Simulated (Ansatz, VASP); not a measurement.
**HgTe in VASP and in Ansatz**

File INCAR:

```
PREC = Accurate ; ENCUT = 520
EDIFF = 1E-7 ; ISMEAR = 0
SIGMA = 0.15 ; LREAL = False
LASPH = True ; NELM = 80
ALGO = Normal ; ISIF = 2
LWAVE = False ; LCHARG = True
GGA = PS ; LELF = True
LVHAR = True ; NBANDS = 26
```

KPOINTS

```
Automatic mesh
0
Gamma
  12 12 8
```

File POSCAR:

```
HgTe
1.0
    2.9995453784     -3.0001352822      0.0000000000
    2.9995453784      3.0001352822      0.0000000000
    0.0000000000      0.0000000000      6.0086701413
Hg Te
2 2
Direct
    0.1831545744      0.8168454256      0.7500000000
    0.8168454256      0.1831545744      0.2500000000
    0.7005223995      0.2994776005      0.7500000000
    0.2994776005      0.7005223995      0.2500000000
```

Input for Ansatz:

```yaml
crystal:
  lattice:
    - [2.9995453784, -3.0001352822, 0.0]
    - [2.9995453784, 3.0001352822, 0.0]
    - [0.0, 0.0, 6.0086701413]
  atoms:
    - { symbol: Hg, position: [0.1831545744, 0.8168454256, 0.75] }
    - { symbol: Hg, position: [0.8168454256, 0.1831545744, 0.25] }
    - { symbol: Te, position: [0.7005223995, 0.2994776005, 0.75] }
    - { symbol: Te, position: [0.2994776005, 0.7005223995, 0.25] }
basis:
  ecutwfc: 420
kpoints:
  mp_grid: { grid: [12, 12, 8] }
hamiltonian:
  xc: pbesol
scf:
  occupations: { method: gaussian, width: 0.15 }
output:
  forces: true
  stress: true
  eigenvalues: true
```

Change from the starting cell: mode 4 (27.1 1/cm) frozen in, largest displacement +0.400 Å.

Alike in both runs: task single point; functional PBEsol; k mesh 12 × 12 × 8; occupations gaussian, width 0.15 eV; no spin polarisation.

|  | VASP | Ansatz |
| --- | --- | --- |
| version | VASP 6.6.1 | Ansatz 0.2.0 |
| potentials or method | VASP PAW PBE potentials, release 64 (Hg, Te), cutoff 520 eV | scalar-relativistic, plane waves, PAW |
| valence electrons in the cell | 36 | 72 |

Ansatz gave:

```
gap on the k mesh at the Fermi level (eV)                     : none
pressure (GPa)                                                : -0.1
traceless stress, the component that is largest in VASP (GPa) : 1.18
rms of the force components (eV/Å)                            : 0.101
```

Q: Estimate VASP's values.

A: gap on the k mesh at the Fermi level (eV): none; pressure (GPa): 0.0; traceless stress, the component that is largest in VASP (GPa): 1.22; rms of the force components (eV/Å): 0.101.

VASP's potentials were made for PBE, not for PBEsol. Atom by atom the forces differ by 0.006 eV/Å (rms over components). A gap of «none» marks a metal or a gap that the smearing closes. VASP's potentials hold 36 valence electrons a cell and Ansatz's 72, so a difference there can come from the potentials and not from the codes.

Neither program's run includes spin-orbit coupling.
